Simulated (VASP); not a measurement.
Li:

```
Li
1.0
     0.00000    2.21000    2.21000
     2.21000    0.00000    2.21000
     2.21000    2.21000    0.00000
Li
1
Direct
  0.00000 0.00000 0.00000
```

This isn't the form of Li at room conditions, which is bcc.

```yaml
Program: VASP 6.6.1
Task: relaxation of cell and atoms
Functional: PBEsol
Potentials_or_basis: VASP PAW PBE potentials, release 64 (Li_sv)
Cutoff: 750 eV
k_mesh: 8 × 8 × 8
Occupations: fermi-dirac, width 0.05 eV
Spin: no spin polarisation
```

At the start: pressure -0.9 GPa; volume 21.59 Å³/atom.

**Question.** Where does the relaxation end?

**Answer.** Over 4 steps the energy falls by 4.1 meV/atom and the volume is 20.15 Å³/atom (-6.6 %); space group Fm-3m (No. 225, to 0.1 Å) before and after.

The path:
| step | energy change (eV) | largest force (eV/Å) | pressure (GPa) | volume (Å³) |
| --- | --- | --- | --- | --- |
| 1 | 0.0000 | 0.0000 | -0.88 | 21.59 |
| 2 | -0.0018 | 0.0000 | -0.68 | 21.22 |
| 3 | -0.0041 | 0.0000 | -0.08 | 20.27 |
| 4 | -0.0041 | 0.0000 | 0.00 | 20.15 |

Final structure:
```
Li
1.0
     0.00000    2.15989    2.15989
     2.15989    0.00000    2.15989
     2.15989    2.15989    0.00000
Li
1
Cartesian
  0.0000 0.0000 0.0000
```

Caveat: the PAW data sets were made with another functional, which shifts forces and pressure a little.
